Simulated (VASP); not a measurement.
Write the native input for VASP 6.6.1 that does the following.

| Property | Result |
| --- | --- |
| Task | electric field gradients |
| Functional | PBE |
| Potentials or basis | VASP PAW PBE potentials, release 64 (Zr_sv, C) |
| Cutoff | 520 eV |
| k mesh | 13 × 13 × 7 |
| Occupations | fermi-dirac, width 0.05 eV |
| Spin | no spin polarisation |
| Dipole correction | no |
| Further INCAR settings | ALGO = Normal; EDIFF = 1e-08; NBANDS = 24 |

The structure of ZrC (wurtzite type) lies in POSCAR:

```
ZrC
1.0
    3.8882351257      0.0000000000      0.0000000000
   -1.9441175628      3.3673103947      0.0000000000
    0.0000000000      0.0000000000      4.7139415727
Zr C
2 2
Direct
    0.3333333333      0.6666666667     -0.0578114213
    0.6666666667      0.3333333333      0.4421885787
    0.3333333333      0.6666666667      0.4338114213
    0.6666666667      0.3333333333      0.9338114213
```

These files were run (other wordings do the same):

INCAR

```
SYSTEM = ZrC
ALGO     = Normal         ! electronic algorithm
EDIFF    = 1E-8           ! SCF threshold, eV
ENCUT    = 520            ! plane-wave cutoff, eV
GGA      = PE             ! functional
ISIF     = 2              ! what is computed and relaxed
ISMEAR   = -1             ! smearing method
LASPH    = .TRUE.         ! aspherical terms in the spheres
LCHARG   = .FALSE.        ! write CHGCAR
LEFG     = .TRUE.       
LREAL    = .FALSE.        ! projectors in reciprocal space
LWAVE    = .FALSE.        ! write WAVECAR
NBANDS   = 24             ! bands
NELM     = 100            ! most SCF steps
PREC     = Accurate       ! precision mode
SIGMA    = 0.05           ! smearing width, eV
```

KPOINTS

```
k-points
0
G
  13 13 7
  0 0 0
```

Potentials or basis: VASP PAW PBE potentials, release 64 (Zr_sv, C).

Command:

```sh
$ cat potpaw_PBE.64/Zr_sv/POTCAR potpaw_PBE.64/C/POTCAR > POTCAR
$ mpirun -np 1 vasp_std > vasp.out
```

Results of the run:

The pressure is 0.2 GPa and the band gap on the k mesh is zero (band 16 reaches 8.52 eV, above the bottom of band 17 at 7.25 eV).

Caveat: without QUAD_EFG the Cq values of the log hold for a quadrupole moment of 1 mb, not for the nuclei.

Wall time 3.1 min on 1 thread of Intel(R) Xeon(R) Platinum 8375C CPU @ 2.90GHz (Ice Lake), on a shared host, peak memory 0.24 GiB.
